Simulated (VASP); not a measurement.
Wanted: the native input for a VASP 6.6.1 run.

| Quantity | Value |
| --- | --- |
| Task | relaxation of cell and atoms |
| Functional | PBE |
| Potentials or basis | VASP PAW PBE potentials, release 64 (Sb) |
| Cutoff | 600 eV |
| k mesh | 6 × 6 × 6 |
| Occupations | fermi-dirac, width 0.05 eV |
| Spin | no spin polarisation |
| Dipole correction | no |
| Further INCAR settings | ALGO = Normal; EDIFF = 1e-07; IBRION = 2; EDIFFG = -0.005; NSW = 80; ISIF = 3 |

The structure of Sb lies in POSCAR:

```
Sb
1.0
    2.1542000000      1.2437279499      3.7580000000
   -2.1542000000      1.2437279499      3.7580000000
    0.0000000000     -2.4874558998      3.7580000000
Sb
2
Direct
    0.7665100000      0.7665100000      0.7665100000
    0.2334900000      0.2334900000      0.2334900000
```

These files were run (other wordings do the same):

INCAR

```
  PREC = Accurate
  ENCUT = 600
  EDIFF = 1E-7
  ISMEAR = -1
  SIGMA = 0.05
  LREAL = F
  LASPH = T
  NELM = 60
  ALGO = Normal
  ISIF = 3
  LWAVE = F
  LCHARG = F
  GGA = PE
  IBRION = 2
  NSW = 80
  EDIFFG = -0.005
```

KPOINTS

```
regular mesh
0
Gamma
  6 6 6
```

Potentials or basis: VASP PAW PBE potentials, release 64 (Sb).

The run is started by

```bash
$ cat potpaw_PBE.64/Sb/POTCAR > POTCAR
$ mpirun -np 1 vasp_std > vasp.out
```

Results of the run:

| Property | Result |
| --- | --- |
| Relaxed volume | 32.11 Å³/atom |
| Relaxed cell | a = 4.621 Å, b = 4.621 Å, c = 4.621 Å, α = 56.54°, β = 56.54°, γ = 56.54° |
| Space group after relaxing (to 0.1 Å) | R-3m (No. 166) |
| Energy gained by relaxing | 14.4 meV/atom |
| Ionic steps | 8 |
| Pressure after relaxing | 0.0 GPa |
| Band gap on the k mesh | zero (bands 5 and 6 overlap by 0.18 eV) |

Caveat: spin-orbit coupling is left out, which moves the levels of the heavy elements.

It took 2.9 min on 1 thread of Intel Xeon 8259CL, with other jobs on the host, peak memory 0.22 GiB.
